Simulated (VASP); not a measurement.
# HfN (I4/mmm) in VASP: notebook, part 2 of 3

VASP 6.6.1.

### Step 3. Electric field gradients, LDA (zz strain of -3 %)

Contents of INCAR:

```
SYSTEM = HfN
ALGO = Normal
EDIFF = 1E-8
ENCUT = 520
ISIF = 2
ISMEAR = -1
LASPH = .True.
LCHARG = .False.
LEFG = .True.
LREAL = .False.
LWAVE = .False.
NBANDS = 14
NELM = 80
PREC = Accurate
SIGMA = 0.03
```

Contents of KPOINTS:

```
k-points
0
Gamma
  10 10 10
  0 0 0
```

Contents of POSCAR:

```
HfN
1.0
    0.0000000000      2.2590000000      2.1912300000
    2.2590000000      0.0000000000      2.1912300000
    2.2590000000      2.2590000000      0.0000000000
Hf N
1 1
Direct
    0.0000000000      0.0000000000      0.0000000000
    0.5000000000      0.5000000000      0.5000000000
```

Potentials or basis: VASP PAW LDA potentials, release 64 (Hf_pv, N).

Run with:

```
$ cat potpaw_LDA.64/Hf_pv/POTCAR potpaw_LDA.64/N/POTCAR > POTCAR
$ mpirun -np 1 vasp_std > vasp.out
```

OUTCAR:

```text
SYSTEM = HfN
   EDIFF = 1E-8
   ENCUT = 520
   ISIF = 2
   ISMEAR = -1
   LASPH = .True.
   LREAL = .False.
   NELM = 80
   PREC = Accurate

 ion  position               nearest neighbor table
   1  0.000  0.000  0.000-   2 2.19   2 2.19   2 2.26   2 2.26   2 2.26   2 2.26
   2  0.500  0.500  0.500-   1 2.19   1 2.19   1 2.26   1 2.26   1 2.26   1 2.26

  LATTYP: Found a body centered tetragonal cell.
 ALAT       =     3.1947084374
 C/A-ratio  =     1.3717871555

  Lattice vectors:

 A1 = (   0.0000000000,  -2.2590000000,  -2.1912300000)
 A2 = (   0.0000000000,   2.2590000000,  -2.1912300000)
 A3 = (   2.2590000000,   0.0000000000,   2.1912300000)

Analysis of symmetry for initial positions (statically):
=====================================================================
 Subroutine PRICEL returns:
 Original cell was already a primitive cell.

 Routine SETGRP: Setting up the symmetry group for a
 body centered tetragonal supercell.

 Subroutine GETGRP returns: Found 16 space group operations
 (whereof 16 operations were pure point group operations)
 out of a pool of 16 trial point group operations.

The static configuration has the point symmetry D_4h.

Analysis of symmetry for dynamics (positions and initial velocities):
=====================================================================
 Subroutine PRICEL returns:
 Original cell was already a primitive cell.

 Routine SETGRP: Setting up the symmetry group for a
 body centered tetragonal supercell.

 Subroutine GETGRP returns: Found 16 space group operations
 (whereof 16 operations were pure point group operations)
 out of a pool of 16 trial point group operations.

The dynamic configuration has the point symmetry D_4h.

 Subroutine INISYM returns: Found 16 space group operations
 (whereof 16 operations are pure point group operations),
 and found     1 'primitive' translations

----------------------------------------------------------------------------------------

                                     Primitive cell

  volume of cell :      22.3640

  direct lattice vectors                    reciprocal lattice vectors
     0.000000000  2.259000000  2.191230000    -0.221336875  0.221336875  0.228182345
     2.259000000  0.000000000  2.191230000     0.221336875 -0.221336875  0.228182345
     2.259000000  2.259000000  0.000000000     0.221336875  0.221336875 -0.228182345

  length of vectors
     3.147152668  3.147152668  3.194708437     0.387359274  0.387359274  0.387359274

  position of ions in fractional coordinates (direct lattice)
     0.000000000  0.000000000  0.000000000
     0.500000000  0.500000000  0.500000000

  ion indices of the primitive-cell ions
   primitive index   ion index
                 1           1
                 2           2

----------------------------------------------------------------------------------------

 KPOINTS: k-points

Automatic generation of k-mesh.
[... 78 lines left out ...]
   NUPDOWN=      -1.0000    fix difference up-down
   EMIN   =  10.00;   EMAX   =-10.00  energy-range for DOS
   EFERMI =   0.00;   METHOD = LEGACY
   ISMEAR =    -1;   SIGMA  =   0.03  broadening in eV -4-tet -1-fermi 0-gaus
   EFERMI_NEDOS =   21; number of points for ismear=-14 and -15
   IALGO  =     38    algorithm
   IMIX   =      4    mixing-type and parameters
     AMIX     =   0.40;   BMIX     =  1.00
     AMIX_MAG =   1.60;   BMIX_MAG =  1.00
  volume/ion in A,a.u.               =      11.18        75.46
  Fermi-wavevector in a.u.,A,eV,Ry     =   1.433029  2.708033 27.940562  2.053573
  Thomas-Fermi vector in A             =   2.552592
   LORBIT       =      0    0 simple, 1 ext, 2 COOP (PROOUT), +10 PAW based schemes
   GGA     = CA    functional components
   LHFCALC =     F    Hartree Fock is set to
   AEXX    =    0.0000 exact exchange contribution
   IVDW    =     0    specifies the selected vdW correction
   LEPSILON=     F    determine dielectric tensor
   LRPA    =     F    only Hartree local field effects (RPA)
 non-spin polarized calculation
  energy-cutoff  :      520.00
  volume of cell :       22.36
 maximum number of plane-waves:       620
   NGX = 11   NGY = 11   NGZ = 11

 number of electron      14.9999998 magnetization

 Free energy of the ion-electron system (eV)
  ---------------------------------------------------
  ext. energy  EPLUGINS =         0.00000000
  ---------------------------------------------------
  free energy    TOTEN  =       -23.84123281 eV

  energy without entropy =      -23.83941566  energy(sigma->0) =      -23.84032423

 E-fermi :   8.5198     XC(G=0): -13.1354

 val. band max:        8.4864069321   @ k =  -0.2000   0.4000   0.2000
 cond. band min:       8.5400489880   @ k =  -0.1000   0.0000   0.1000
 fundamental gap:      0.0536420559
 Fermi energy:         8.5197800578

 k-point     1 :       0.0000    0.0000    0.0000
  band No.  band energies     occupation
      1     -22.3463      2.00000
      2     -22.3463      2.00000
      3     -22.3184      2.00000
      4      -8.9420      2.00000
      5       5.4286      2.00000
      6       5.4286      2.00000
      7       5.6123      2.00000
      8       7.9584      2.00000
      9       7.9584      2.00000
     10       8.3001      1.99868
     11      10.1284      0.00000
     12      10.2186      0.00000
     13      11.3532      0.00000
     14      18.2061      0.00000
[... 377 lines left out ...]
      1     -23.1091      2.00000
      2     -22.6619      2.00000
      3     -22.6407      2.00000
      4      -7.3796      2.00000
      5       1.9163      2.00000
      6       3.7721      2.00000
      7       4.2527      2.00000
      8       5.8560      2.00000
      9      12.5880      0.00000
     10      13.2139      0.00000
     11      13.5250      0.00000
     12      13.5680      0.00000
     13      18.4663      0.00000
     14      19.9317      0.00000

 [... further k-points ...]
[... 5 lines left out ...]
  --------------------------------------------------------------------------------------
  -------------------------------------------------------------------------------------
  Total       -0.9568470     -0.9568470      1.3164467      0.0000000      0.0000000      0.0000000
  in kB      -68.5492421    -68.5492421     94.3112345      0.0000000      0.0000000      0.0000000
  external PRESSURE =     -14.2624166 kB  Pullay stress =       0.0000000 kB

 VOLUME and BASIS-vectors are now :
 -----------------------------------------------------------------------------
  energy-cutoff  :      520.00
  volume of cell :       22.36
      direct lattice vectors                 reciprocal lattice vectors
     0.000000000  2.259000000  2.191230000    -0.221336875  0.221336875  0.228182345
     2.259000000  0.000000000  2.191230000     0.221336875 -0.221336875  0.228182345
     2.259000000  2.259000000  0.000000000     0.221336875  0.221336875 -0.228182345

 POSITION                                       TOTAL-FORCE (eV/Angst)
 -----------------------------------------------------------------------------------
      0.00000      0.00000      0.00000         0.000000      0.000000      0.000000
      2.25900      2.25900      2.19123         0.000000     -0.000000      0.000000
 -----------------------------------------------------------------------------------
    total drift:                                0.000000     -0.000000     -0.000000

  FREE ENERGIE OF THE ION-ELECTRON SYSTEM (eV)
  ---------------------------------------------------
  free  energy   TOTEN  =       -23.8412328052 eV

  energy  without entropy=      -23.8394156626  energy(sigma->0) =      -23.84032423

 Electric field gradients (V/A^2)
---------------------------------------------------------------------
 ion       V_xx      V_yy      V_zz      V_xy      V_xz      V_yz
---------------------------------------------------------------------
   1      64.703    64.703  -129.406    -0.000    -0.001    -0.001
   2       5.838     5.838   -11.677    -0.000    -0.001    -0.001
---------------------------------------------------------------------

 Electric field gradients after diagonalization (V/A^2)
 (convention: |V_zz| > |V_xx| > |V_yy|)
----------------------------------------------------------------------
 ion       V_xx      V_yy      V_zz     asymmetry (V_yy - V_xx)/ V_zz
----------------------------------------------------------------------
   1      64.703    64.703  -129.406       0.000
   2       5.839     5.838   -11.677       0.000
----------------------------------------------------------------------

           NMR quadrupolar parameters

 Cq : quadrupolar parameter    Cq=e*Q*V_zz/h
 eta: asymmetry parameters     (V_yy - V_xx)/ V_zz
 Q  : nuclear electric quadrupole moment in mb (millibarn)
----------------------------------------------------------------------
 ion       Cq(MHz)       eta       Q (mb)
----------------------------------------------------------------------
   1      -0.313       0.000       1.000
   2      -0.028       0.000       1.000
----------------------------------------------------------------------
```

OSZICAR:

```text
N       E                     dE             d eps       ncg     rms          rms(c)
DAV:   1     0.369802706473E+02    0.36980E+02   -0.78377E+03  2856   0.101E+03
DAV:   2    -0.250061842974E+02   -0.61986E+02   -0.58382E+02  3738   0.231E+02
DAV:   3    -0.268269386992E+02   -0.18208E+01   -0.18140E+01  3336   0.317E+01
DAV:   4    -0.268330908659E+02   -0.61522E-02   -0.61510E-02  3450   0.221E+00
DAV:   5    -0.268331278899E+02   -0.37024E-04   -0.37024E-04  3282   0.145E-01    0.536E+01
DAV:   6    -0.239857018105E+02    0.28474E+01   -0.83841E+00  3090   0.221E+01    0.457E+01
DAV:   7    -0.238772302388E+02    0.10847E+00   -0.46842E-01  3570   0.517E+00    0.278E+01
DAV:   8    -0.238460584918E+02    0.31172E-01   -0.11429E-01  3660   0.273E+00    0.502E+00
DAV:   9    -0.238414395855E+02    0.46189E-02   -0.14160E-02  3222   0.915E-01    0.187E+00
DAV:  10    -0.238412585709E+02    0.18101E-03   -0.10171E-03  3672   0.283E-01    0.323E-01
DAV:  11    -0.238412330553E+02    0.25516E-04   -0.73623E-05  3262   0.806E-02    0.327E-02
DAV:  12    -0.238412328096E+02    0.24566E-06   -0.57085E-06  3654   0.202E-02    0.155E-02
DAV:  13    -0.238412328052E+02    0.44238E-08   -0.70977E-08  3306   0.244E-03
   1 F= -.23841233E+02 E0= -.23840324E+02  d E =-.181714E-02
```

It took 31 s on 1 thread of Intel Xeon Platinum 8259CL at 2.50GHz (Skylake/Cascade Lake), shared host; peak memory 0.15 GiB.

Results:

| Quantity | Value |
| --- | --- |
| Free energy | -23.8412 eV |
| Pressure | -1.4 GPa |

Levels at points of the mesh, in eV from the Fermi level:
| k point | band 4 | band 5 | band 6 | band 7 | band 8 | band 9 | band 10 | band 11 | band 12 | band 13 |
| --- | --- | --- | --- | --- | --- | --- | --- | --- | --- | --- |
| (0.00, 0.00, 0.00) | -17.46 | -3.09 | -3.09 | -2.91 | -0.56 | -0.56 | -0.22 | 1.61 | 1.70 | 2.83 |
| (0.50, 0.00, 0.00) | -14.45 | -9.06 | -6.38 | -6.35 | 3.35 | 3.71 | 3.91 | 4.66 | 8.76 | 9.43 |
| (0.50, 0.50, 0.00) | -16.33 | -5.08 | -4.07 | -3.76 | -3.76 | 4.18 | 5.69 | 5.69 | 5.97 | 8.58 |
| (0.50, 0.00, 0.50) | -16.35 | -5.44 | -3.97 | -3.70 | -3.51 | 4.06 | 5.46 | 5.89 | 6.12 | 8.23 |

Electric field gradients, principal values (V/Å²):
```csv
atom,least,middle,greatest (by size)
1 Hf,64.703,64.703,-129.406
2 N,5.838,5.839,-11.677
```

Caveat: the cell differs from its parent crystal (zz strain of -3 %); without QUAD_EFG the Cq values of the log hold for a quadrupole moment of 1 mb, not for the nuclei; spin-orbit coupling is left out, which moves the levels of the heavy elements.

### Step 4. Electric field gradients, LDA (zz strain of +1 %)

Contents of INCAR:

```
PREC = Accurate
ENCUT = 520
EDIFF = 1E-8
ISMEAR = -1
SIGMA = 0.03
LREAL = F
LASPH = T
NELM = 100
ALGO = Normal
ISIF = 2
LWAVE = F
LCHARG = F
LEFG = T
NBANDS = 14
```

Contents of KPOINTS:

```
Automatic mesh
0
Gamma
  10 10 10
```

Contents of POSCAR:

```
HfN
1.0
    0.0000000000      2.2590000000      2.2815900000
    2.2590000000      0.0000000000      2.2815900000
    2.2590000000      2.2590000000      0.0000000000
Hf N
1 1
Direct
    0.0000000000      0.0000000000      0.0000000000
    0.5000000000      0.5000000000      0.5000000000
```

Potentials or basis: VASP PAW LDA potentials, release 64 (Hf_pv, N).

Run with:

```
$ cat potpaw_LDA.64/Hf_pv/POTCAR potpaw_LDA.64/N/POTCAR > POTCAR
$ mpirun -np 1 vasp_std > vasp.out
```

OUTCAR:

```text
PREC = Accurate
   ENCUT = 520
   EDIFF = 1E-8
   ISMEAR = -1
   LREAL = F
   LASPH = T
   NELM = 100
   ISIF = 2

 ion  position               nearest neighbor table
   1  0.000  0.000  0.000-   2 2.26   2 2.26   2 2.26   2 2.26   2 2.28   2 2.28
   2  0.500  0.500  0.500-   1 2.26   1 2.26   1 2.26   1 2.26   1 2.28   1 2.28

  LATTYP: Found a body centered tetragonal cell.
 ALAT       =     3.1947084374
 C/A-ratio  =     1.4283556980

  Lattice vectors:

 A1 = (  -2.2590000000,   0.0000000000,   2.2815900000)
 A2 = (   2.2590000000,   0.0000000000,   2.2815900000)
 A3 = (   0.0000000000,   2.2590000000,  -2.2815900000)
[... 619 lines left out ...]
  free  energy   TOTEN  =       -23.8170659099 eV

  energy  without entropy=      -23.8144419157  energy(sigma->0) =      -23.81575391

 Electric field gradients (V/A^2)
---------------------------------------------------------------------
 ion       V_xx      V_yy      V_zz      V_xy      V_xz      V_yz
---------------------------------------------------------------------
   1     -18.835   -18.835    37.669    -0.001    -0.000    -0.000
   2      -1.863    -1.863     3.726    -0.001    -0.000    -0.000
---------------------------------------------------------------------

 Electric field gradients after diagonalization (V/A^2)
 (convention: |V_zz| > |V_xx| > |V_yy|)
----------------------------------------------------------------------
 ion       V_xx      V_yy      V_zz     asymmetry (V_yy - V_xx)/ V_zz
----------------------------------------------------------------------
   1     -18.835   -18.834    37.669       0.000
   2      -1.864    -1.863     3.726       0.000
----------------------------------------------------------------------

           NMR quadrupolar parameters

 Cq : quadrupolar parameter    Cq=e*Q*V_zz/h
 eta: asymmetry parameters     (V_yy - V_xx)/ V_zz
 Q  : nuclear electric quadrupole moment in mb (millibarn)
----------------------------------------------------------------------
 ion       Cq(MHz)       eta       Q (mb)
----------------------------------------------------------------------
   1       0.091       0.000       1.000
   2       0.009       0.000       1.000
----------------------------------------------------------------------
```

OSZICAR:

```text
N       E                     dE             d eps       ncg     rms          rms(c)
DAV:   1     0.358258459991E+02    0.35826E+02   -0.77771E+03  2856   0.100E+03
DAV:   2    -0.249837276418E+02   -0.60810E+02   -0.56998E+02  3750   0.229E+02
DAV:   3    -0.267990686291E+02   -0.18153E+01   -0.18077E+01  3318   0.317E+01
DAV:   4    -0.268053480501E+02   -0.62794E-02   -0.62787E-02  3426   0.226E+00
DAV:   5    -0.268053883778E+02   -0.40328E-04   -0.40327E-04  3364   0.155E-01    0.492E+01
DAV:   6    -0.239873613663E+02    0.28180E+01   -0.85520E+00  3060   0.218E+01    0.427E+01
DAV:   7    -0.238581548625E+02    0.12921E+00   -0.48112E-01  3588   0.524E+00    0.268E+01
DAV:   8    -0.238229412993E+02    0.35214E-01   -0.13752E-01  3516   0.302E+00    0.530E+00
DAV:   9    -0.238171712841E+02    0.57700E-02   -0.13632E-02  3330   0.953E-01    0.186E+00
DAV:  10    -0.238170903485E+02    0.80936E-04   -0.80795E-04  3738   0.238E-01    0.324E-01
DAV:  11    -0.238170666017E+02    0.23747E-04   -0.62378E-05  3270   0.690E-02    0.616E-02
DAV:  12    -0.238170659285E+02    0.67315E-06   -0.58497E-06  3680   0.200E-02    0.360E-03
DAV:  13    -0.238170659100E+02    0.18591E-07   -0.98824E-08  3162   0.303E-03    0.338E-03
DAV:  14    -0.238170659099E+02    0.70486E-11   -0.49293E-09  2286   0.629E-04
   1 F= -.23817066E+02 E0= -.23815754E+02  d E =-.262399E-02
```

Run time: 28 s. Hardware: 1 thread of Intel Xeon Platinum 8259CL at 2.50GHz (Skylake/Cascade Lake), shared host; peak memory 0.15 GiB.

What came out:

```yaml
Free_energy: -23.8171 eV
Pressure: -13.1 GPa
```

Levels at points of the mesh, in eV from the Fermi level:
```csv
k point,band 4,band 5,band 6,band 7,band 8,band 9,band 10,band 11,band 12,band 13
"(0.00, 0.00, 0.00)",-17.20,-3.00,-2.95,-2.95,-0.48,-0.37,-0.37,1.64,1.94,2.02
"(0.50, 0.00, 0.00)",-14.44,-8.81,-6.14,-6.13,3.20,3.56,3.63,4.48,8.54,8.79
"(0.50, 0.50, 0.00)",-16.10,-5.39,-3.78,-3.60,-3.60,3.97,5.39,5.39,5.53,7.73
"(0.50, 0.00, 0.50)",-16.09,-5.28,-3.81,-3.67,-3.62,3.96,5.32,5.46,5.54,7.83
```

Electric field gradients, principal values (V/Å²):
| atom | least | middle | greatest (by size) |
| --- | --- | --- | --- |
| 1 Hf | -18.834 | -18.835 | 37.669 |
| 2 N | -1.863 | -1.864 | 3.726 |

Caveat: the cell differs from its parent crystal (zz strain of +1 %); without QUAD_EFG the Cq values of the log hold for a quadrupole moment of 1 mb, not for the nuclei; spin-orbit coupling is left out, which moves the levels of the heavy elements.

[end of part 2 of 3]
